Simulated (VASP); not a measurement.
# CS2 (Cmce) in VASP: notebook, part 2 of 2

VASP 6.6.1. The steps go on from the part before.

## Step 3: Single point, PBEsol

This run uses another cell than the first one, of 27.53 Å³/atom, 1.174 times its volume.

INCAR

```
SYSTEM = CS2
PREC = Accurate
ENCUT = 520
EDIFF = 1E-6
ISMEAR = -1
SIGMA = 0.05
LREAL = .FALSE.
LASPH = .TRUE.
NELM = 80
ALGO = Normal
ISIF = 2
LWAVE = .FALSE.
LCHARG = .FALSE.
GGA = PS
NBANDS = 25
```

KPOINTS

```
regular mesh
0
G
  6 6 3
  0 0 0
```

POSCAR

```
CS2
1.0
    3.0923058687     -2.8213881019      0.0000000000
    3.0923058687      2.8213881019      0.0000000000
    0.0000000000      0.0000000000      9.4649621227
S C
4 2
Direct
    0.1757673451      0.8242326549      0.8729554850
    0.3242326549      0.6757673451      0.3729554850
    0.6757673451      0.3242326549      0.6270445150
    0.8242326549      0.1757673451      0.1270445150
    0.5000000000      0.5000000000      0.5000000000
    0.0000000000      0.0000000000      0.0000000000
```

Potentials or basis: VASP PAW PBE potentials, release 64 (S, C).

On the command line:

```sh
$ cat potpaw_PBE.64/S/POTCAR potpaw_PBE.64/C/POTCAR > POTCAR
$ mpirun -np 1 vasp_std > vasp.out
```

OUTCAR:

```text
SYSTEM = CS2
   PREC = Accurate
   ENCUT = 520
   EDIFF = 1E-6
   ISMEAR = -1
   LREAL = .FALSE.
   LASPH = .TRUE.
   NELM = 80
   ISIF = 2
   GGA = PS

 ion  position               nearest neighbor table
   1  0.176  0.824  0.873-   6 1.56
   2  0.324  0.676  0.373-   5 1.56
   3  0.676  0.324  0.627-   5 1.56
   4  0.824  0.176  0.127-   6 1.56
   5  0.500  0.500  0.500-   2 1.56   3 1.56
   6  0.000  0.000  0.000-   1 1.56   4 1.56

  LATTYP: Found a base centered orthorhombic cell.
 ALAT       =     5.6427762038
 B/A-ratio  =     1.0960228643
 C/A-ratio  =     1.6773591191

  Lattice vectors:

 A1 = (  -3.0923058687,  -2.8213881019,   0.0000000000)
 A2 = (   3.0923058687,  -2.8213881019,   0.0000000000)
 A3 = (   0.0000000000,   0.0000000000,   9.4649621227)

Analysis of symmetry for initial positions (statically):
=====================================================================
 Subroutine PRICEL returns:
 Original cell was already a primitive cell.

 Routine SETGRP: Setting up the symmetry group for a
 base centered orthorhombic supercell.

 Subroutine GETGRP returns: Found  8 space group operations
 (whereof  4 operations were pure point group operations)
 out of a pool of  8 trial point group operations.

The static configuration has the point symmetry C_2h.
 The point group associated with its full space group is D_2h.

Analysis of symmetry for dynamics (positions and initial velocities):
=====================================================================
 Subroutine PRICEL returns:
 Original cell was already a primitive cell.

 Routine SETGRP: Setting up the symmetry group for a
 base centered orthorhombic supercell.

 Subroutine GETGRP returns: Found  8 space group operations
 (whereof  4 operations were pure point group operations)
 out of a pool of  8 trial point group operations.

[... 122 lines left out ...]
   EMIN   =  10.00;   EMAX   =-10.00  energy-range for DOS
   EFERMI =   0.00;   METHOD = LEGACY
   ISMEAR =    -1;   SIGMA  =   0.05  broadening in eV -4-tet -1-fermi 0-gaus
   EFERMI_NEDOS =   21; number of points for ismear=-14 and -15
   IALGO  =     38    algorithm
   IMIX   =      4    mixing-type and parameters
     AMIX     =   0.40;   BMIX     =  1.00
     AMIX_MAG =   1.60;   BMIX_MAG =  1.00
  volume/ion in A,a.u.               =      27.53       185.75
  Fermi-wavevector in a.u.,A,eV,Ry     =   0.947313  1.790162 12.209891  0.897402
  Thomas-Fermi vector in A             =   2.075394
   LORBIT       =      0    0 simple, 1 ext, 2 COOP (PROOUT), +10 PAW based schemes
   GGA     = PS    functional components
   LHFCALC =     F    Hartree Fock is set to
   AEXX    =    0.0000 exact exchange contribution
   IVDW    =     0    specifies the selected vdW correction
   LEPSILON=     F    determine dielectric tensor
   LRPA    =     F    only Hartree local field effects (RPA)
 non-spin polarized calculation
  energy-cutoff  :      520.00
  volume of cell :      165.16
 maximum number of plane-waves:      4474
   NGX = 15   NGY = 15   NGZ = 35

 number of electron      31.9999996 magnetization

 Free energy of the ion-electron system (eV)
  ---------------------------------------------------
  ext. energy  EPLUGINS =         0.00000000
  ---------------------------------------------------
  free energy    TOTEN  =       -34.64526248 eV

  energy without entropy =      -34.64526248  energy(sigma->0) =      -34.64526248

 E-fermi :   0.4128     XC(G=0):  -7.4687

 val. band max:       -0.7056874526   @ k =   0.5000   0.5000   0.0000
 cond. band min:       2.2213614539   @ k =   0.5000   0.5000   0.0000
 fundamental gap:      2.9270489065
 Fermi energy:         0.4127756832

 k-point     1 :       0.0000    0.0000    0.0000
  band No.  band energies     occupation
      1     -15.7868      2.00000
      2     -15.6797      2.00000
      3     -13.6116      2.00000
      4     -13.4019      2.00000
      5      -7.3350      2.00000
      6      -6.6512      2.00000
[... 661 lines left out ...]
     24       7.1308      0.00000
     25       7.8581      0.00000

 [... further k-points ...]
[... 5 lines left out ...]
  --------------------------------------------------------------------------------------
  -------------------------------------------------------------------------------------
  Total       -0.0752170     -0.6004280     -0.8233337      0.0000000      0.0000000      0.0000000
  in kB       -0.7296800     -5.8247514     -7.9871588      0.0000000      0.0000000      0.0000000
  external PRESSURE =      -4.8471967 kB  Pullay stress =       0.0000000 kB

 VOLUME and BASIS-vectors are now :
 -----------------------------------------------------------------------------
  energy-cutoff  :      520.00
  volume of cell :      165.16
      direct lattice vectors                 reciprocal lattice vectors
     3.092305869 -2.821388102  0.000000000     0.161691638 -0.177217732  0.000000000
     3.092305869  2.821388102  0.000000000     0.161691638  0.177217732  0.000000000
     0.000000000  0.000000000  9.464962123     0.000000000  0.000000000  0.105652826

 POSITION                                       TOTAL-FORCE (eV/Angst)
 -----------------------------------------------------------------------------------
      3.09231      1.82957      8.26249         0.000000      0.130848      0.157972
      3.09231      0.99182      3.53001         0.000000     -0.130848      0.157972
      3.09231     -0.99182      5.93495         0.000000      0.130848     -0.157972
      3.09231     -1.82957      1.20247         0.000000     -0.130848     -0.157972
      3.09231      0.00000      4.73248         0.000000      0.000000      0.000000
      0.00000      0.00000      0.00000         0.000000      0.000000      0.000000
 -----------------------------------------------------------------------------------
    total drift:                                0.000000     -0.000000     -0.000000

  FREE ENERGIE OF THE ION-ELECTRON SYSTEM (eV)
  ---------------------------------------------------
  free  energy   TOTEN  =       -34.6452624785 eV

  energy  without entropy=      -34.6452624785  energy(sigma->0) =      -34.64526248
```

OSZICAR:

```text
N       E                     dE             d eps       ncg     rms          rms(c)
DAV:   1     0.170239130718E+03    0.17024E+03   -0.12828E+04  1300   0.106E+03
DAV:   2    -0.201270454740E+02   -0.19037E+03   -0.18050E+03  1798   0.195E+02
DAV:   3    -0.364743021246E+02   -0.16347E+02   -0.16169E+02  1636   0.622E+01
DAV:   4    -0.367858302038E+02   -0.31153E+00   -0.31091E+00  1693   0.105E+01
DAV:   5    -0.367943858855E+02   -0.85557E-02   -0.85524E-02  1703   0.165E+00    0.292E+01
DAV:   6    -0.348136247014E+02    0.19808E+01   -0.41585E+00  1343   0.130E+01    0.126E+01
DAV:   7    -0.346585528934E+02    0.15507E+00   -0.13092E+00  1728   0.632E+00    0.711E+00
DAV:   8    -0.346582435094E+02    0.30938E-03   -0.16113E-01  1643   0.203E+00    0.981E-01
DAV:   9    -0.346464815853E+02    0.11762E-01   -0.35545E-02  1608   0.953E-01    0.922E-01
DAV:  10    -0.346455329159E+02    0.94867E-03   -0.38103E-03  1582   0.346E-01    0.275E-01
DAV:  11    -0.346452636612E+02    0.26925E-03   -0.78791E-04  1647   0.145E-01    0.339E-01
DAV:  12    -0.346452570480E+02    0.66132E-05   -0.24769E-04  1606   0.898E-02    0.501E-02
DAV:  13    -0.346452636822E+02   -0.66342E-05   -0.26726E-05  1720   0.288E-02    0.211E-02
DAV:  14    -0.346452626130E+02    0.10693E-05   -0.96648E-07  1174   0.587E-03    0.933E-03
DAV:  15    -0.346452624785E+02    0.13446E-06   -0.16631E-06  1206   0.735E-03
   1 F= -.34645262E+02 E0= -.34645262E+02  d E =-.406219E-10
```

stdout:

```text
POSCAR found type information on POSCAR S C
 POSCAR found :  2 types and       6 ions
 scaLAPACK will be used
 -----------------------------------------------------------------------------
|                                                                             |
|                                                                             |
|     You enforced a specific xc type in the INCAR file but a different       |
|     I HOPE YOU KNOW WHAT YOU ARE DOING!                                     |
|                                                                             |
 -----------------------------------------------------------------------------

 LDA part: xc-table for (Slater+PW92), standard interpolation
 POSCAR, INCAR and KPOINTS ok, starting setup
 FFT: planning ... GRIDC
 FFT: planning ... GRID_SOFT
 FFT: planning ... GRID
 WAVECAR not read
 entering main loop
```

Run time: 69 s. Hardware: 1 thread of AMD EPYC 7R13 (Zen 3), shared host; peak memory 0.25 GiB.

What came out:

| Quantity | Value |
| --- | --- |
| Free energy | -34.6453 eV |
| Pressure | -0.5 GPa |
| Largest force | 0.205 eV/Å |
| Band gap on the k mesh | 2.93 eV, direct |

Forces on the atoms (eV/Å):
```
S    0.000  0.131  0.158
S    0.000 -0.131  0.158
S    0.000  0.131 -0.158
S    0.000 -0.131 -0.158
C    0.000  0.000  0.000
C    0.000  0.000  0.000
```

Levels at points of the mesh, in eV from the valence-band top:
| k point | band 13 | band 14 | band 15 | band 16 | band 17 | band 18 | band 19 | band 20 |
| --- | --- | --- | --- | --- | --- | --- | --- | --- |
| (0.00, 0.00, 0.00) | -0.71 | -0.58 | -0.47 | -0.10 | 3.03 | 3.10 | 3.79 | 3.94 |
| (0.50, 0.00, 0.00) | -0.50 | -0.50 | -0.27 | -0.27 | 3.37 | 3.37 | 3.61 | 3.61 |
| (0.50, 0.50, 0.00) | -1.10 | -1.05 | -0.30 | 0.00 | 2.93 | 3.06 | 4.32 | 4.44 |

Caveat: the PAW data sets were made with another functional, which shifts forces and pressure a little. As with any semilocal functional, this PBEsol gap is likely too small.
